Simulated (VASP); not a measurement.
Here is a VASP 6.6.1 calculation.

Contents of POSCAR:

```
Nb
1.0
    0.0000000000      2.1008049414      2.1008049414
    2.1008049414      0.0000000000      2.1008049414
    2.1008049414      2.1008049414      0.0000000000
Nb
1
Direct
    0.0000000000      0.0000000000      0.0000000000
```

INCAR.step1

```
SYSTEM = Nb
PREC = Accurate
ENCUT = 550
ISMEAR = -1
SIGMA = 0.05
LREAL = .False.
LASPH = .True.
NELM = 120
NBANDS = 12
GGA = PE
ALGO = Normal
EDIFF = 1E-5
LWAVE = .True.
LCHARG = .False.
GGA_COMPAT = .False.
```

INCAR.step2

```
SYSTEM = Nb
PREC = Accurate
ENCUT = 550
EDIFF = 1E-6
ISMEAR = -1
SIGMA = 0.05
LREAL = .False.
LASPH = .True.
NELM = 120
ALGO = Normal
ISIF = 2
LWAVE = .False.
LCHARG = .False.
METAGGA = R2SCAN
LMIXTAU = .True.
NBANDS = 12
ISTART = 1
GGA_COMPAT = .False.
```

The input KPOINTS:

```
regular mesh
0
Gamma
  11 11 11
  0 0 0
```

Potentials or basis: VASP PAW PBE potentials, release 64 (Nb_sv).

Command:

```console
$ cat potpaw_PBE.64/Nb_sv/POTCAR > POTCAR
$ cp INCAR.step1 INCAR
$ mpirun -np 1 vasp_std > vasp.out
$ cp INCAR.step2 INCAR
$ mpirun -np 1 vasp_std > vasp.out
```

(1) What does it give for the pressure?

Results:

(1) 0.7 GPa.

Caveat: the PAW data sets were made with another functional, which shifts forces and pressure a little.
